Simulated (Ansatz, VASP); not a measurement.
# Two plane-wave programs on Hf3NbO2

Contents of INCAR:

```
SYSTEM = Hf3NbO2
  PREC = Accurate
  ENCUT = 600
  EDIFF = 1E-6
  ISMEAR = 0
  SIGMA = 0.1
  LREAL = .False.
  LASPH = .True.
  NELM = 100
  ALGO = Normal
  ISIF = 3
  LWAVE = .False.
  LCHARG = .False.
  GGA = PE
  IBRION = 2
  NSW = 100
  EDIFFG = -0.01
```

KPOINTS

```
Automatic mesh
0
Gamma
  6 6 14
  0 0 0
```

File POSCAR:

```
Hf3NbO2
1.0
    6.2366329456      0.0000000000      0.0000000000
   -3.1183164728      5.4010825649      0.0000000000
    0.0000000000      0.0000000000      2.7670610551
Hf Nb O
3 1 2
Direct
    0.5000000000      0.0000000000      0.0000000000
    0.0000000000      0.5000000000      0.0000000000
    0.5000000000      0.5000000000      0.0000000000
    0.0000000000      0.0000000000      0.5000000000
    0.3333333333      0.6666666667      0.5000000000
    0.6666666667      0.3333333333      0.5000000000
```

Input for Ansatz:

```yaml
crystal:
  lattice:
    - [6.2366329456, 0.0, 0.0]
    - [-3.1183164728, 5.4010825649, 0.0]
    - [0.0, 0.0, 2.7670610551]
  atoms:
    - { symbol: Hf, position: [0.5, 0.0, 0.0] }
    - { symbol: Hf, position: [0.0, 0.5, 0.0] }
    - { symbol: Hf, position: [0.5, 0.5, 0.0] }
    - { symbol: Nb, position: [0.0, 0.0, 0.5] }
    - { symbol: O, position: [0.3333333333, 0.6666666667, 0.5] }
    - { symbol: O, position: [0.6666666667, 0.3333333333, 0.5] }
basis:
  ecutwfc: 420
kpoints:
  mp_grid: { grid: [6, 6, 14] }
hamiltonian:
  xc: pbe
scf:
  occupations: { method: gaussian, width: 0.1 }
output:
  forces: true
  stress: true
  eigenvalues: true
  write_density: true
  write_potential: true
  elf: true
  volumetric_format: npy
relax:
  adjacent_minimum: "off"
  f_tol: 0.01
  max_steps: 80
  cell: { stress_tol: 0.05 }
```

Alike in both runs: task relaxation of cell and atoms; functional PBE; k mesh 6 × 6 × 14; occupations gaussian, width 0.1 eV; no spin polarisation.

|  | VASP | Ansatz |
| --- | --- | --- |
| version | VASP 6.6.1 | Ansatz 0.2.0 |
| potentials or method | VASP PAW PBE potentials, release 64 (Hf_pv, Nb_sv, O), cutoff 600 eV | scalar-relativistic, plane waves, PAW |
| valence electrons in the cell | 55 | 103 |

VASP gave:

```
gap on the k mesh at the Fermi level, each at its own relaxed structure (eV) : none
relaxed volume (Å³/atom)                                                     : 15.38
relaxed cell length with the largest relative difference (Å)                 : 2.742
```

Which values does Ansatz return?

gap on the k mesh at the Fermi level, each at its own relaxed structure (eV): none; relaxed volume (Å³/atom): 15.54; relaxed cell length with the largest relative difference (Å): 2.752.

A gap of «none» marks a metal or a gap that the smearing closes. VASP's potentials hold 55 valence electrons a cell and Ansatz's 103, so a difference there can come from the potentials and not from the codes.

Spin-orbit coupling is off throughout.
